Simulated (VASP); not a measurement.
Runs of VASP 6.6.1 on K. The structure is that of space group Pm-3m (No. 221), or close to it. The cells are those of the table. 

```csv
task,cell,k mesh,cutoff (eV),gap on the mesh (eV),pressure (GPa)
single point,"a = 4.311 Å, 1 atom",4 × 4 × 4,520,none,(a)
relaxation of cell and atoms,"relaxed from a = 4.311 Å, 1 atom",14 × 14 × 14,600,none,0.0
single point,"a = 4.427, b = 4.427, c = 4.536 Å, 1 atom",4 × 4 × 4,520,none,-0.3
single point,"a = 4.311 Å, 1 atom",14 × 14 × 14,520,none,0.0
```

Alike in all rows: level PBE; potentials or basis VASP PAW PBE potentials, release 64 (K_sv); no spin polarisation; smearing gaussian 0.1 eV.

Estimate the missing entries.

(a) -0.1.

Caveats: some runs use coarse meshes.

A gap of «none» marks levels without a gap at the run's occupations.
